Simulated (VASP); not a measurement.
Wanted: the native input for a VASP 6.6.1 run.

```
Task                   : single point
Functional             : PBE
Potentials or basis    : VASP PAW PBE potentials, release 64 (Al, P, Ga_d, In_d, Tl_d)
Cutoff                 : 520 eV
k mesh                 : 2 × 2 × 2, shifted
Occupations            : gaussian, width 0.1 eV
Spin                   : no spin polarisation
Dipole correction      : no
Further INCAR settings : LREAL = Auto; ALGO = Normal; EDIFF = 1e-07; NBANDS = 111; ISYM = 0
```

The structure of AlTlInGaP4 lies in POSCAR:

```
AlTlInGaP4
1.0
   -5.7690962563     -5.7076824618      0.0267616106
   -0.0224554959      5.7033763471      5.7639945217
   -5.7808093375      5.7461571537     -5.7843198323
Al P Ga In Tl
3 12 3 3 3
Direct
    0.5006142119      0.0006850410     -0.0043215335
    0.1710730781      0.3342254758      0.3344170005
    0.0025563445      0.4978127565      0.0058075394
    0.3471992342      0.1756072398      0.9150763726
    0.8257816062      0.1764907464      0.9241174410
    0.6457737271      0.3274016420      0.5796550002
    0.1817536902      0.3293046457      0.5747709286
    0.4896802656      0.5059470993      0.2444862754
    0.0082159114      0.4874283559      0.2457890928
    0.3332697021      0.6667888774      0.9288245780
    0.8268719609      0.6531157856      0.9366535269
    0.6596735416      0.8316806967      0.5645441498
    0.1791410060      0.8512807633      0.5949658779
    0.5097594947     -0.0045586972      0.2341262651
   -0.0091527081      1.0123856946      0.2592237826
    0.3362107207      0.1706804656      0.6715294884
    0.4973554401      0.4988247537      1.0039991931
    0.6622079251      0.8322437142      0.3247191863
    0.0019721967      0.0054687896      0.0036641275
    0.6640322457      0.3332378108      0.3246855478
    0.3351339485      0.6638325483      0.6715908511
    0.8354471404      0.1704974723      0.6618130524
    0.8301808187      0.6683335377      0.6739780750
    0.1691891855      0.8358986877      0.3338792834
```

One way to write it, as run:

INCAR

```
  PREC = Accurate
  ENCUT = 520
  EDIFF = 1E-7
  ISMEAR = 0
  SIGMA = 0.1
  LREAL = Auto
  LASPH = True
  NELM = 80
  ALGO = Normal
  ISIF = 2
  LWAVE = False
  LCHARG = True
  GGA = PE
  LELF = True
  LVHAR = True
  ISYM = 0
  NBANDS = 111
```

KPOINTS

```
Automatic mesh
0
Gamma
  2 2 2
  0.5 0.5 0.5
```

Potentials or basis: VASP PAW PBE potentials, release 64 (Al, P, Ga_d, In_d, Tl_d).

Run with:

```sh
$ cat potpaw_PBE.64/Al/POTCAR potpaw_PBE.64/P/POTCAR potpaw_PBE.64/Ga_d/POTCAR potpaw_PBE.64/In_d/POTCAR potpaw_PBE.64/Tl_d/POTCAR > POTCAR
$ mpirun -np 1 vasp_std > vasp.out
```

Results of the run:

```
Pressure               : -0.1 GPa
Largest force          : 0.026 eV/Å
Band gap on the k mesh : 1.50 eV (least direct gap 1.69 eV)
```

Caveat: spin-orbit coupling is left out, which moves the levels of the heavy elements; a shifted mesh leaves out Γ, where band edges can lie.

Run time: 16 min on 1 thread of Intel Xeon 8259CL (shared host), peak memory 0.73 GiB.
